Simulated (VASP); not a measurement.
# GaN (I4/mmm) in VASP: notebook

GaN is run at these levels: PBE; tasks: single point.

Everything below comes from runs of VASP 6.6.1. Logs are shortened: lines on timing, memory, paths and dates and some standing lists are left out, and cuts for length are marked.

## 1. The cell of the first run

It takes space group I4/mmm (No. 139, tetragonal). The conventional cell has a = 2.929 Å, b = 2.929 Å, c = 4.399 Å, α = 90.00°, β = 90.00°, γ = 90.00°. Ga (site symmetry 4/mmm) has 6 N at 2.07 to 2.20 Å within 2.7 Å. Within 2.7 Å of N (site symmetry 4/mmm) lie 6 Ga at 2.07 to 2.20 Å.

## 2. Single point, PBE (strain -0.030 along x and y, +0.030 along z)

INCAR

```
SYSTEM = GaN
ALGO = Normal ; EDIFF = 1E-7
ENCUT = 520 ; GGA = PE
ISIF = 2 ; ISMEAR = 0
LASPH = .True. ; LCHARG = .False.
LREAL = .False. ; LWAVE = .False.
NBANDS = 16 ; NELM = 100
PREC = Accurate ; SIGMA = 0.05
```

KPOINTS

```
k-points
0
Gamma
  14 14 14
  0 0 0
```

POSCAR

```
GaN
1.0
    0.0000000000      2.0711779500      2.1992920500
    2.0711779500      0.0000000000      2.1992920500
    2.0711779500      2.0711779500      0.0000000000
Ga N
1 1
Direct
    0.0000000000      0.0000000000      0.0000000000
    0.5000000000      0.5000000000      0.5000000000
```

Potentials or basis: VASP PAW PBE potentials, release 64 (Ga_d, N).

Run with:

```
$ cat potpaw_PBE.64/Ga_d/POTCAR potpaw_PBE.64/N/POTCAR > POTCAR
$ mpirun -np 1 vasp_std > vasp.out
```

OUTCAR:

```text
SYSTEM = GaN
   EDIFF = 1E-7
   ENCUT = 520
   GGA = PE
   ISIF = 2
   ISMEAR = 0
   LASPH = .True.
   LREAL = .False.
   NELM = 100
   PREC = Accurate

 ion  position               nearest neighbor table
   1  0.000  0.000  0.000-   2 2.07   2 2.07   2 2.07   2 2.07   2 2.20   2 2.20
   2  0.500  0.500  0.500-   1 2.07   1 2.07   1 2.07   1 2.07   1 2.20   1 2.20

  LATTYP: Found a body centered tetragonal cell.
 ALAT       =     2.9290879470
 C/A-ratio  =     1.5016906899

  Lattice vectors:

 A1 = (  -2.0711779500,   0.0000000000,   2.1992920500)
 A2 = (   2.0711779500,   0.0000000000,   2.1992920500)
 A3 = (   0.0000000000,   2.0711779500,  -2.1992920500)

Analysis of symmetry for initial positions (statically):
=====================================================================
 Subroutine PRICEL returns:
 Original cell was already a primitive cell.

 Routine SETGRP: Setting up the symmetry group for a
 body centered tetragonal supercell.

 Subroutine GETGRP returns: Found 16 space group operations
 (whereof 16 operations were pure point group operations)
 out of a pool of 16 trial point group operations.

The static configuration has the point symmetry D_4h.

Analysis of symmetry for dynamics (positions and initial velocities):
=====================================================================
 Subroutine PRICEL returns:
 Original cell was already a primitive cell.

 Routine SETGRP: Setting up the symmetry group for a
 body centered tetragonal supercell.

 Subroutine GETGRP returns: Found 16 space group operations
 (whereof 16 operations were pure point group operations)
 out of a pool of 16 trial point group operations.

The dynamic configuration has the point symmetry D_4h.

 Subroutine INISYM returns: Found 16 space group operations
 (whereof 16 operations are pure point group operations),
 and found     1 'primitive' translations

----------------------------------------------------------------------------------------

                                     Primitive cell

  volume of cell :      18.8689

  direct lattice vectors                    reciprocal lattice vectors
     0.000000000  2.071177950  2.199292050    -0.241408518  0.241408518  0.227345886
     2.071177950  0.000000000  2.199292050     0.241408518 -0.241408518  0.227345886
     2.071177950  2.071177950  0.000000000     0.241408518  0.241408518 -0.227345886

  length of vectors
     3.021036845  3.021036845  2.929087947     0.410173497  0.410173497  0.410173497

  position of ions in fractional coordinates (direct lattice)
     0.000000000  0.000000000  0.000000000
     0.500000000  0.500000000  0.500000000

  ion indices of the primitive-cell ions
   primitive index   ion index
                 1           1
                 2           2

----------------------------------------------------------------------------------------

 KPOINTS: k-points

Automatic generation of k-mesh.
 Grid dimensions read from file:
 generate k-points for:   14   14   14

 Generating k-lattice:

  Cartesian coordinates                     Fractional coordinates (reciprocal lattice)
    -0.017243466  0.017243466  0.016238992     0.071428571 -0.000000000  0.000000000
     0.017243466 -0.017243466  0.016238992    -0.000000000  0.071428571  0.000000000
     0.017243466  0.017243466 -0.016238992     0.000000000  0.000000000  0.071428571

  Length of vectors
     0.029298107  0.029298107  0.029298107

  Shift w.r.t. Gamma in fractional coordinates (k-lattice)
     0.000000000  0.000000000  0.000000000

 Subroutine IBZKPT returns following result:
 ===========================================

 Found    244 irreducible k-points:

 Following reciprocal coordinates:
            Coordinates               Weight
  0.000000  0.000000  0.000000      1.000000
  0.071429 -0.000000  0.000000      8.000000
  0.142857 -0.000000  0.000000      8.000000
  0.214286 -0.000000  0.000000      8.000000
  0.285714  0.000000  0.000000      8.000000
  0.357143 -0.000000  0.000000      8.000000
[... 16 lines left out ...]
  0.214286  0.142857  0.000000      8.000000
  0.285714  0.142857  0.000000      8.000000
 [... further k-points ...]
   k-points           NKPTS =    244   k-points in BZ     NKDIM =    244   number of bands    NBANDS=     16
   number of dos      NEDOS =    301   number of ions     NIONS =      2
   total plane-waves  NPLWV =  13824
   dimension x,y,z NGX =    24 NGY =   24 NGZ =   24
   dimension x,y,z NGXF=    48 NGYF=   48 NGZF=   48
   ions per type =               1   1
   NGX,Y,Z   is equivalent  to a cutoff of  13.21, 13.21, 13.62 a.u.
   NGXF,Y,Z  is equivalent  to a cutoff of  26.41, 26.41, 27.24 a.u.
 SYSTEM =  GaN
   PREC   = accura    normal or accurate (medium, high low for compatibility)
   ISTART =      0    job   : 0-new  1-cont  2-samecut
   ICHARG =      2    charge: 1-file 2-atom 10-const
   ISPIN  =      1    spin polarized calculation?
   LNONCOLLINEAR =      F non collinear calculations
   LSORBIT =      F    spin-orbit coupling
   LASPH  =      T    aspherical Exc in radial PAW
   ENCUT  =  520.0 eV  38.22 Ry    6.18 a.u.   5.62  5.62  5.45*2*pi/ulx,y,z
   NELM   =    100;   NELMIN=  2; NELMDL= -5     # of ELM steps
   EDIFF  = 0.1E-06   stopping-criterion for ELM
   LREAL  =      F    real-space projection
   EDIFFG = 0.1E-05   stopping-criterion for IOM
   NSW    =      0    number of steps for IOM
   IBRION =     -1    ionic relax: 0-MD 1-quasi-New 2-CG
   NFREE  =      0    steps in history (QN), initial steepest desc. (CG)
   ISIF   =      2    stress and relaxation
   ISYM   =      2    0-nonsym 1-usesym 2-fastsym
   POTIM  = 0.5000    time-step for ionic-motion
   TEBEG  =    0.0;   TEEND  =   0.0 temperature during run
   PSTRESS=    0.0 pullay stress
   NELECT =      18.0000    total number of electrons
   NUPDOWN=      -1.0000    fix difference up-down
   EMIN   =  10.00;   EMAX   =-10.00  energy-range for DOS
   EFERMI =   0.00;   METHOD = LEGACY
   ISMEAR =     0;   SIGMA  =   0.05  broadening in eV -4-tet -1-fermi 0-gaus
   EFERMI_NEDOS =   21; number of points for ismear=-14 and -15
   IALGO  =     38    algorithm
   IMIX   =      4    mixing-type and parameters
     AMIX     =   0.40;   BMIX     =  1.00
     AMIX_MAG =   1.60;   BMIX_MAG =  1.00
  volume/ion in A,a.u.               =       9.43        63.67
  Fermi-wavevector in a.u.,A,eV,Ry     =   1.611572  3.045430 35.336573  2.597165
  Thomas-Fermi vector in A             =   2.706941
   LORBIT       =      0    0 simple, 1 ext, 2 COOP (PROOUT), +10 PAW based schemes
   GGA     = PE    functional components
   LHFCALC =     F    Hartree Fock is set to
   AEXX    =    0.0000 exact exchange contribution
   IVDW    =     0    specifies the selected vdW correction
   LEPSILON=     F    determine dielectric tensor
   LRPA    =     F    only Hartree local field effects (RPA)
 non-spin polarized calculation
 Gauss-broadening in eV      SIGMA  =   0.05
  energy-cutoff  :      520.00
  volume of cell :       18.87
 maximum number of plane-waves:       537
   NGX = 11   NGY = 11   NGZ = 11

 number of electron      18.0000005 magnetization

 Free energy of the ion-electron system (eV)
  ---------------------------------------------------
  ext. energy  EPLUGINS =         0.00000000
  ---------------------------------------------------
  free energy    TOTEN  =       -11.16449822 eV

  energy without entropy =      -11.16449822  energy(sigma->0) =      -11.16449822

 E-fermi :   8.1660     XC(G=0): -13.0763

 val. band max:        7.9764383009   @ k =  -0.2143   0.1429   0.0000
 cond. band min:       8.3435855000   @ k =   0.5000   0.0000   0.5000
 fundamental gap:      0.3671471992
 Fermi energy:         8.1659908089

 k-point     1 :       0.0000    0.0000    0.0000
  band No.  band energies     occupation
      1      -9.4351      2.00000
      2      -6.1102      2.00000
      3      -6.0763      2.00000
      4      -6.0763      2.00000
      5      -6.0288      2.00000
      6      -5.9513      2.00000
[... 8 lines left out ...]
     15      24.0404      0.00000
     16      24.6007      0.00000

 k-point     2 :       0.0714   -0.0000    0.0000
  band No.  band energies     occupation
      1      -9.3354      2.00000
      2      -6.1067      2.00000
      3      -6.0787      2.00000
      4      -6.0703      2.00000
      5      -6.0326      2.00000
      6      -5.9621      2.00000
[... 8 lines left out ...]
     15      24.3381      0.00000
     16      24.3501      0.00000

 k-point     3 :       0.1429   -0.0000    0.0000
  band No.  band energies     occupation
      1      -9.0412      2.00000
      2      -6.1069      2.00000
      3      -6.0959      2.00000
      4      -6.0617      2.00000
      5      -6.0228      2.00000
      6      -5.9839      2.00000
[... 8 lines left out ...]
     15      24.4325      0.00000
     16      24.4732      0.00000

 k-point     4 :       0.2143   -0.0000    0.0000
  band No.  band energies     occupation
      1      -8.5694      2.00000
      2      -6.1356      2.00000
      3      -6.1169      2.00000
      4      -6.0855      2.00000
      5      -5.9834      2.00000
      6      -5.9786      2.00000
[... 8 lines left out ...]
     15      25.2591      0.00000
     16      25.2704      0.00000
[... 324 lines left out ...]
 k-point    22 :       0.1429    0.1429    0.0000
  band No.  band energies     occupation
      1      -9.0085      2.00000
      2      -6.1395      2.00000
      3      -6.0485      2.00000
      4      -6.0352      2.00000
      5      -6.0352      2.00000
      6      -5.9353      2.00000
[... 8 lines left out ...]
     15      27.3897      0.00000
     16      27.3897      0.00000

 k-point    23 :       0.2143    0.1429    0.0000
  band No.  band energies     occupation
      1      -8.7299      2.00000
      2      -6.1500      2.00000
      3      -6.0640      2.00000
      4      -6.0210      2.00000
      5      -5.9797      2.00000
      6      -5.9306      2.00000
[... 8 lines left out ...]
     15      27.3953      0.00000
     16      28.0629      0.00000

 k-point    24 :       0.2857    0.1429    0.0000
  band No.  band energies     occupation
      1      -8.3147      2.00000
      2      -6.1568      2.00000
      3      -6.0841      2.00000
      4      -6.0350      2.00000
      5      -5.9160      2.00000
      6      -5.8797      2.00000
[... 8 lines left out ...]
     15      27.2540      0.00000
     16      28.6691      0.00000

 [... further k-points ...]
[... 5 lines left out ...]
  --------------------------------------------------------------------------------------
  -------------------------------------------------------------------------------------
  Total        1.4901648      1.4901648      0.1332949      0.0000000      0.0000000      0.0000000
  in kB      126.5310664    126.5310664     11.3181753      0.0000000      0.0000000      0.0000000
  external PRESSURE =      88.1267694 kB  Pullay stress =       0.0000000 kB

 VOLUME and BASIS-vectors are now :
 -----------------------------------------------------------------------------
  energy-cutoff  :      520.00
  volume of cell :       18.87
      direct lattice vectors                 reciprocal lattice vectors
     0.000000000  2.071177950  2.199292050    -0.241408518  0.241408518  0.227345886
     2.071177950  0.000000000  2.199292050     0.241408518 -0.241408518  0.227345886
     2.071177950  2.071177950  0.000000000     0.241408518  0.241408518 -0.227345886

 POSITION                                       TOTAL-FORCE (eV/Angst)
 -----------------------------------------------------------------------------------
      0.00000      0.00000      0.00000        -0.000000      0.000000     -0.000000
      2.07118      2.07118      2.19929         0.000000     -0.000000      0.000000
 -----------------------------------------------------------------------------------
    total drift:                                0.000000     -0.000000     -0.000000

  FREE ENERGIE OF THE ION-ELECTRON SYSTEM (eV)
  ---------------------------------------------------
  free  energy   TOTEN  =       -11.1644982154 eV

  energy  without entropy=      -11.1644982153  energy(sigma->0) =      -11.16449822
```

Wall time 44 s (1 thread of Intel Xeon Platinum 8488C (Sapphire Rapids), shared host); peak memory 0.19 GiB.

What came out:

- Free energy: -11.1645 eV
- Pressure: 8.8 GPa
- Band gap on the k mesh: 0.37 eV, indirect (least direct gap 2.47 eV)

Stress tensor (GPa, compression positive):
```
12.65  0.00  0.00
 0.00 12.65  0.00
 0.00  0.00  1.13
```

Caveat: the cell differs from its parent crystal (strain -0.030 along x and y, +0.030 along z).

## 3. Single point, PBE (strain -0.015 along x and y, +0.000 along z)

INCAR

```
PREC = Accurate
ENCUT = 520
EDIFF = 1E-6
ISMEAR = 0
SIGMA = 0.05
LREAL = F
LASPH = T
NELM = 60
ALGO = Normal
ISIF = 2
LWAVE = F
LCHARG = T
GGA = PE
LELF = T
LVHAR = T
NBANDS = 16
```

KPOINTS

```
Automatic mesh
0
Gamma
  14 14 14
```

POSCAR

```
GaN
1.0
    0.0000000000      2.1032064750      2.1352350000
    2.1032064750      0.0000000000      2.1352350000
    2.1032064750      2.1032064750      0.0000000000
Ga N
1 1
Direct
    0.0000000000      0.0000000000      0.0000000000
    0.5000000000      0.5000000000      0.5000000000
```

Potentials or basis: VASP PAW PBE potentials, release 64 (Ga_d, N).

Run with:

```
$ cat potpaw_PBE.64/Ga_d/POTCAR potpaw_PBE.64/N/POTCAR > POTCAR
$ mpirun -np 1 vasp_std > vasp.out
```

Run time: 40 s. Hardware: 1 thread of Intel Xeon Platinum 8488C (Sapphire Rapids), shared host; peak memory 0.19 GiB.

Results (log left out):

- Free energy: -11.1911 eV
- Pressure: 7.3 GPa
- Band gap on the k mesh: 0.52 eV, indirect (least direct gap 2.65 eV)

Stress tensor (GPa, compression positive):
```
8.31 0.00 0.00
0.00 8.31 0.00
0.00 0.00 5.37
```

Levels at points of the mesh, in eV from the valence-band top:
```csv
k point,band 5,band 6,band 7,band 8,band 9,band 10,band 11,band 12,band 13,band 14
"(0.00, 0.00, 0.00)",-13.93,-13.91,-0.58,-0.58,-0.44,2.21,14.62,14.74,14.74,15.38
"(0.50, 0.00, 0.00)",-13.79,-13.78,-8.27,-0.23,-0.16,4.67,8.93,9.22,9.38,16.33
"(0.50, 0.50, 0.00)",-13.73,-11.11,-7.16,-3.00,-3.00,0.67,7.93,11.77,14.58,14.58
"(0.50, 0.00, 0.50)",-13.72,-10.96,-7.13,-3.19,-2.98,0.52,7.75,11.96,14.19,14.65
```

Caveat: the cell differs from its parent crystal (strain -0.015 along x and y, +0.000 along z). A k mesh can miss the band edges.

## 4. Single point, PBE (strain +0.000 along x and y, -0.015 along z)

INCAR

```
SYSTEM = GaN
PREC = Accurate
ENCUT = 520
EDIFF = 1E-6
ISMEAR = 0
SIGMA = 0.05
LREAL = .FALSE.
LASPH = .TRUE.
NELM = 100
ALGO = Normal
ISIF = 2
LWAVE = .FALSE.
LCHARG = .TRUE.
GGA = PE
LELF = .TRUE.
LVHAR = .TRUE.
NBANDS = 16
```

KPOINTS

```
Automatic mesh
0
G
  14 14 14
  0 0 0
```

POSCAR

```
GaN
1.0
    0.0000000000      2.1352350000      2.1032064750
    2.1352350000      0.0000000000      2.1032064750
    2.1352350000      2.1352350000      0.0000000000
Ga N
1 1
Direct
    0.0000000000      0.0000000000      0.0000000000
    0.5000000000      0.5000000000      0.5000000000
```

Run with:

```
$ cat potpaw_PBE.64/Ga_d/POTCAR potpaw_PBE.64/N/POTCAR > POTCAR
$ mpirun -np 1 vasp_std > vasp.out
```

It took 43 s on 1 thread of Intel Xeon Platinum 8488C (Sapphire Rapids), shared host; peak memory 0.19 GiB.

The run converged. Its results:

* Free energy: -11.2012 eV
* Pressure: 3.8 GPa
* Band gap on the k mesh: 0.39 eV, indirect (least direct gap 2.51 eV)

Stress tensor (GPa, compression positive):
```
2.89 0.00 0.00
0.00 2.89 0.00
0.00 0.00 5.62
```

Levels at points of the mesh, in eV from the valence-band top:
| k point | band 6 | band 7 | band 8 | band 9 | band 10 | band 11 | band 12 | band 13 |
| --- | --- | --- | --- | --- | --- | --- | --- | --- |
| (0.00, 0.00, 0.00) | -13.90 | -0.60 | -0.46 | -0.46 | 2.05 | 14.58 | 14.58 | 14.70 |
| (0.50, 0.00, 0.00) | -13.78 | -8.18 | -0.22 | -0.15 | 4.61 | 8.85 | 9.16 | 9.19 |
| (0.50, 0.50, 0.00) | -10.94 | -6.99 | -3.05 | -3.05 | 0.39 | 7.69 | 11.88 | 14.18 |
| (0.50, 0.00, 0.50) | -11.08 | -7.02 | -3.07 | -2.86 | 0.54 | 7.86 | 11.69 | 14.11 |

Caveat: the cell differs from its parent crystal (strain +0.000 along x and y, -0.015 along z). A k mesh can miss the band edges.

(Continued in part 2 of 2.)
